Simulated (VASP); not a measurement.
# Ni (Fm-3m) in VASP: further runs, part 2 of 2

VASP 6.6.1. The steps go on from the part before.

### Step 4. Single point, PBEsol (volume scaled by 1.04)

INCAR

```
SYSTEM = Ni
PREC     = Accurate       ! precision mode
ENCUT    = 520            ! plane-wave cutoff, eV
EDIFF    = 1E-7           ! SCF threshold, eV
ISMEAR   = -1             ! smearing method
SIGMA    = 0.1            ! smearing width, eV
LREAL    = .False.        ! projectors in reciprocal space
LASPH    = .True.         ! aspherical terms in the spheres
NELM     = 60             ! most SCF steps
ALGO     = Normal         ! electronic algorithm
ISIF     = 2              ! what is computed and relaxed
LWAVE    = .False.        ! write WAVECAR
LCHARG   = .False.        ! write CHGCAR
GGA      = PS             ! functional
NBANDS   = 11             ! bands
```

KPOINTS

```
Automatic mesh
0
Gamma
  26 26 26
  0 0 0
```

POSCAR

```
Ni
1.0
    0.0000000000      1.7524178990      1.7524178990
    1.7524178990      0.0000000000      1.7524178990
    1.7524178990      1.7524178990      0.0000000000
Ni
1
Direct
    0.0000000000      0.0000000000      0.0000000000
```

Potentials or basis: VASP PAW PBE potentials, release 64 (Ni).

Run with:

```sh
> cat potpaw_PBE.64/Ni/POTCAR > POTCAR
> mpirun -np 1 vasp_std > vasp.out
```

OUTCAR:

```text
SYSTEM = Ni
   PREC = Accurate
   ENCUT = 520
   EDIFF = 1E-7
   ISMEAR = -1
   LREAL = .False.
   LASPH = .True.
   NELM = 60
   ISIF = 2
   GGA = PS

 ion  position               nearest neighbor table
   1  0.000  0.000  0.000-

  LATTYP: Found a face centered cubic cell.
 ALAT       =     3.5048357980

  Lattice vectors:

 A1 = (   0.0000000000,   1.7524178990,   1.7524178990)
 A2 = (   1.7524178990,   0.0000000000,   1.7524178990)
 A3 = (   1.7524178990,   1.7524178990,   0.0000000000)

Analysis of symmetry for initial positions (statically):
[... 33 lines left out ...]
                                     Primitive cell

  volume of cell :      10.7632

  direct lattice vectors                    reciprocal lattice vectors
     0.000000000  1.752417899  1.752417899    -0.285320071  0.285320071  0.285320071
     1.752417899  0.000000000  1.752417899     0.285320071 -0.285320071  0.285320071
     1.752417899  1.752417899  0.000000000     0.285320071  0.285320071 -0.285320071

  length of vectors
     2.478293160  2.478293160  2.478293160     0.494188860  0.494188860  0.494188860

  position of ions in fractional coordinates (direct lattice)
     0.000000000  0.000000000  0.000000000

  ion indices of the primitive-cell ions
   primitive index   ion index
                 1           1

----------------------------------------------------------------------------------------

 KPOINTS: Automatic mesh

Automatic generation of k-mesh.
 Grid dimensions read from file:
 generate k-points for:   26   26   26

 Generating k-lattice:

  Cartesian coordinates                     Fractional coordinates (reciprocal lattice)
    -0.010973849  0.010973849  0.010973849     0.038461538  0.000000000  0.000000000
     0.010973849 -0.010973849  0.010973849     0.000000000  0.038461538  0.000000000
     0.010973849  0.010973849 -0.010973849     0.000000000  0.000000000  0.038461538

  Length of vectors
     0.019007264  0.019007264  0.019007264

  Shift w.r.t. Gamma in fractional coordinates (k-lattice)
     0.000000000  0.000000000  0.000000000

 Subroutine IBZKPT returns following result:
 ===========================================

 Found    511 irreducible k-points:

 Following reciprocal coordinates:
            Coordinates               Weight
  0.000000  0.000000  0.000000      1.000000
  0.038462  0.000000  0.000000      8.000000
  0.076923  0.000000  0.000000      8.000000
  0.115385  0.000000  0.000000      8.000000
  0.153846  0.000000  0.000000      8.000000
  0.192308  0.000000  0.000000      8.000000
[... 16 lines left out ...]
  0.346154  0.038462  0.000000     24.000000
  0.384615  0.038462  0.000000     24.000000
 [... further k-points ...]
   k-points           NKPTS =    511   k-points in BZ     NKDIM =    511   number of bands    NBANDS=     11
   number of dos      NEDOS =    301   number of ions     NIONS =      1
   total plane-waves  NPLWV =   5832
   dimension x,y,z NGX =    18 NGY =   18 NGZ =   18
   dimension x,y,z NGXF=    36 NGYF=   36 NGZF=   36
   ions per type =               1
   NGX,Y,Z   is equivalent  to a cutoff of  12.07, 12.07, 12.07 a.u.
   NGXF,Y,Z  is equivalent  to a cutoff of  24.15, 24.15, 24.15 a.u.
 SYSTEM =  Ni
   PREC   = accura    normal or accurate (medium, high low for compatibility)
   ISTART =      0    job   : 0-new  1-cont  2-samecut
   ICHARG =      2    charge: 1-file 2-atom 10-const
   ISPIN  =      1    spin polarized calculation?
   LNONCOLLINEAR =      F non collinear calculations
   LSORBIT =      F    spin-orbit coupling
   LASPH  =      T    aspherical Exc in radial PAW
   ENCUT  =  520.0 eV  38.22 Ry    6.18 a.u.   4.61  4.61  4.61*2*pi/ulx,y,z
   NELM   =     60;   NELMIN=  2; NELMDL= -5     # of ELM steps
   EDIFF  = 0.1E-06   stopping-criterion for ELM
   LREAL  =      F    real-space projection
   EDIFFG = 0.1E-05   stopping-criterion for IOM
   NSW    =      0    number of steps for IOM
   IBRION =     -1    ionic relax: 0-MD 1-quasi-New 2-CG
   NFREE  =      0    steps in history (QN), initial steepest desc. (CG)
   ISIF   =      2    stress and relaxation
   ISYM   =      2    0-nonsym 1-usesym 2-fastsym
   POTIM  = 0.5000    time-step for ionic-motion
   TEBEG  =    0.0;   TEEND  =   0.0 temperature during run
   PSTRESS=    0.0 pullay stress
   NELECT =      10.0000    total number of electrons
   NUPDOWN=      -1.0000    fix difference up-down
   EMIN   =  10.00;   EMAX   =-10.00  energy-range for DOS
   EFERMI =   0.00;   METHOD = LEGACY
   ISMEAR =    -1;   SIGMA  =   0.10  broadening in eV -4-tet -1-fermi 0-gaus
   EFERMI_NEDOS =   21; number of points for ismear=-14 and -15
   IALGO  =     38    algorithm
   IMIX   =      4    mixing-type and parameters
     AMIX     =   0.40;   BMIX     =  1.00
     AMIX_MAG =   1.60;   BMIX_MAG =  1.00
  volume/ion in A,a.u.               =      10.76        72.63
  Fermi-wavevector in a.u.,A,eV,Ry     =   1.597450  3.018742 34.719960  2.551845
  Thomas-Fermi vector in A             =   2.695054
   LORBIT       =      0    0 simple, 1 ext, 2 COOP (PROOUT), +10 PAW based schemes
   GGA     = PS    functional components
   LHFCALC =     F    Hartree Fock is set to
   AEXX    =    0.0000 exact exchange contribution
   IVDW    =     0    specifies the selected vdW correction
   LEPSILON=     F    determine dielectric tensor
   LRPA    =     F    only Hartree local field effects (RPA)
 non-spin polarized calculation
  energy-cutoff  :      520.00
  volume of cell :       10.76
 maximum number of plane-waves:       303
   NGX =  9   NGY =  9   NGZ =  9

 number of electron      10.0000011 magnetization

 Free energy of the ion-electron system (eV)
  ---------------------------------------------------
  ext. energy  EPLUGINS =         0.00000000
  ---------------------------------------------------
  free energy    TOTEN  =        -6.12346069 eV

  energy without entropy =       -6.03563108  energy(sigma->0) =       -6.07954589

 E-fermi :   9.1823     XC(G=0): -13.4982

 val. band max:        9.1799438684   @ k =   0.5000   0.1923   0.0000
 cond. band min:       9.1827001654   @ k =   0.4615   0.1923   0.0000
 fundamental gap:      0.0027562970
 Fermi energy:         9.1823400200

 k-point     1 :       0.0000    0.0000    0.0000
  band No.  band energies     occupation
      1       0.1997      2.00000
      2       7.2690      2.00000
      3       7.2690      2.00000
      4       7.2690      2.00000
      5       8.4007      1.99919
      6       8.4007      1.99919
      7      33.0726      0.00000
      8      37.0522      0.00000
      9      37.0522      0.00000
     10      37.0522      0.00000
     11      40.0681      0.00000

 k-point     2 :       0.0385    0.0000    0.0000
  band No.  band energies     occupation
      1       0.2583      2.00000
      2       7.2525      2.00000
      3       7.2828      2.00000
      4       7.2828      2.00000
      5       8.3946      1.99924
      6       8.3946      1.99924
      7      32.9243      0.00000
      8      36.1114      0.00000
      9      36.9060      0.00000
     10      36.9060      0.00000
     11      40.2815      0.00000

 k-point     3 :       0.0769    0.0000    0.0000
  band No.  band energies     occupation
      1       0.4328      2.00000
      2       7.2050      2.00000
      3       7.3215      2.00000
      4       7.3215      2.00000
      5       8.3787      1.99935
      6       8.3787      1.99935
      7      32.2336      0.00000
      8      34.8410      0.00000
      9      36.5613      0.00000
     10      36.5613      0.00000
     11      40.8094      0.00000
[... 267 lines left out ...]
 k-point    23 :       0.3462    0.0385    0.0000
  band No.  band energies     occupation
      1       3.7817      2.00000
      2       7.0641      2.00000
      3       7.3577      2.00000
      4       7.4059      2.00000
      5       8.7644      1.96983
      6       8.8607      1.92287
      7      20.0474      0.00000
      8      32.0987      0.00000
      9      33.2374      0.00000
     10      35.5339      0.00000
     11      37.9239      0.00000

 k-point    24 :       0.3846    0.0385    0.0000
  band No.  band energies     occupation
      1       4.2156      2.00000
      2       7.2921      2.00000
      3       7.3521      2.00000
      4       7.4082      2.00000
      5       8.9523      1.81781
      6       8.9800      1.76655
      7      18.4388      0.00000
      8      31.8085      0.00000
      9      33.1875      0.00000
     10      34.9823      0.00000
     11      37.6746      0.00000

 [... further k-points ...]
[... 5 lines left out ...]
  --------------------------------------------------------------------------------------
  -------------------------------------------------------------------------------------
  Total       -0.5422295     -0.5422295     -0.5422295      0.0000000      0.0000000     -0.0000000
  in kB      -80.7143368    -80.7143368    -80.7143368      0.0000000      0.0000000     -0.0000000
  external PRESSURE =     -80.7143368 kB  Pullay stress =       0.0000000 kB

 VOLUME and BASIS-vectors are now :
 -----------------------------------------------------------------------------
  energy-cutoff  :      520.00
  volume of cell :       10.76
      direct lattice vectors                 reciprocal lattice vectors
     0.000000000  1.752417899  1.752417899    -0.285320071  0.285320071  0.285320071
     1.752417899  0.000000000  1.752417899     0.285320071 -0.285320071  0.285320071
     1.752417899  1.752417899  0.000000000     0.285320071  0.285320071 -0.285320071

 POSITION                                       TOTAL-FORCE (eV/Angst)
 -----------------------------------------------------------------------------------
      0.00000      0.00000      0.00000         0.000000      0.000000      0.000000
 -----------------------------------------------------------------------------------
    total drift:                                0.000000     -0.000000      0.000000

  FREE ENERGIE OF THE ION-ELECTRON SYSTEM (eV)
  ---------------------------------------------------
  free  energy   TOTEN  =        -6.1234606932 eV

  energy  without entropy=       -6.0356310833  energy(sigma->0) =       -6.07954589
```

It took 26 s on 1 thread of AMD EPYC 9R45 (Zen 5), shared host; peak memory 0.14 GiB.

What came out:

```yaml
Free_energy: -6.1235 eV
Pressure: -8.1 GPa
Band_gap_on_the_k_mesh: zero (band 5 reaches 9.33 eV, above the bottom of band 6 at 8.35 eV)
```

Levels at points of the mesh, in eV from the Fermi level:
```csv
k point,band 3,band 4,band 5,band 6,band 7,band 8
"(0.00, 0.00, 0.00)",-1.91,-1.91,-0.78,-0.78,23.89,27.87
"(0.50, 0.00, 0.00)",-1.95,-0.22,-0.04,-0.04,6.10,22.38
"(0.50, 0.50, 0.00)",-0.04,0.15,0.15,2.55,9.59,15.04
```

Caveat: the PAW data sets were made with another functional, which shifts forces and pressure a little; the run has no spin polarisation, though such a crystal can be magnetic. Spin polarisation is off, so any magnetic state and its effect on volume and gap are missing.

### Step 5. Single point, PBEsol (volume scaled by 1.08)

INCAR

```
SYSTEM = Ni
PREC = Accurate ; ENCUT = 520
EDIFF = 1E-6 ; ISMEAR = -1
SIGMA = 0.1 ; LREAL = .False.
LASPH = .True. ; NELM = 60
ALGO = Normal ; ISIF = 2
LWAVE = .False. ; LCHARG = .False.
GGA = PS ; NBANDS = 11
```

KPOINTS is that of step 4.

POSCAR

```
Ni
1.0
    0.0000000000      1.7746027592      1.7746027592
    1.7746027592      0.0000000000      1.7746027592
    1.7746027592      1.7746027592      0.0000000000
Ni
1
Direct
    0.0000000000      0.0000000000      0.0000000000
```

Run with:

```sh
> cat potpaw_PBE.64/Ni/POTCAR > POTCAR
> mpirun -np 1 vasp_std > vasp.out
```

It took 31 s on 1 thread of AMD EPYC 9R45 (Zen 5), shared host; peak memory 0.15 GiB.

It converged, with:

| Property | Result |
| --- | --- |
| Free energy | -6.0939 eV |
| Pressure | -14.5 GPa |
| Band gap on the k mesh | zero (band 5 reaches 8.78 eV, above the bottom of band 6 at 7.87 eV) |

Levels at points of the mesh, in eV from the Fermi level:
| k point | band 1 | band 2 | band 3 | band 4 | band 5 | band 6 | band 7 | band 8 | band 9 | band 10 |
| --- | --- | --- | --- | --- | --- | --- | --- | --- | --- | --- |
| (0.00, 0.00, 0.00) | -8.72 | -1.81 | -1.81 | -1.81 | -0.74 | -0.74 | 23.57 | 27.26 | 27.26 | 27.26 |
| (0.50, 0.00, 0.00) | -4.32 | -1.85 | -1.85 | -0.15 | -0.04 | -0.04 | 5.83 | 22.08 | 24.35 | 24.35 |
| (0.50, 0.50, 0.00) | -4.14 | -3.58 | -0.05 | 0.13 | 0.13 | 2.54 | 9.26 | 14.69 | 14.69 | 19.62 |

Caveat: the PAW data sets were made with another functional, which shifts forces and pressure a little; the run has no spin polarisation, though such a crystal can be magnetic. Spin polarisation is off, so any magnetic state and its effect on volume and gap are missing.

### Step 6. Overview

```csv
cell,gap on the mesh (eV),pressure (GPa)
"a = 2.446 Å, angles 60.0°, 1 atom",none,0.1
"a = 2.478 Å, angles 60.0°, 1 atom",none,-8.1
"a = 2.510 Å, angles 60.0°, 1 atom",none,-14.5
```

Alike in all rows: task single point; level PBEsol; potentials or basis VASP PAW PBE potentials, release 64 (Ni); no spin polarisation; k mesh 26 × 26 × 26; cutoff (eV) 520; smearing fermi-dirac 0.1 eV.

Caveats: the PAW data sets were made with another functional, which shifts forces and pressure a little; the run has no spin polarisation, though such a crystal can be magnetic.

Total energies depend on the potentials used, so only differences within one code and one set of settings carry meaning.
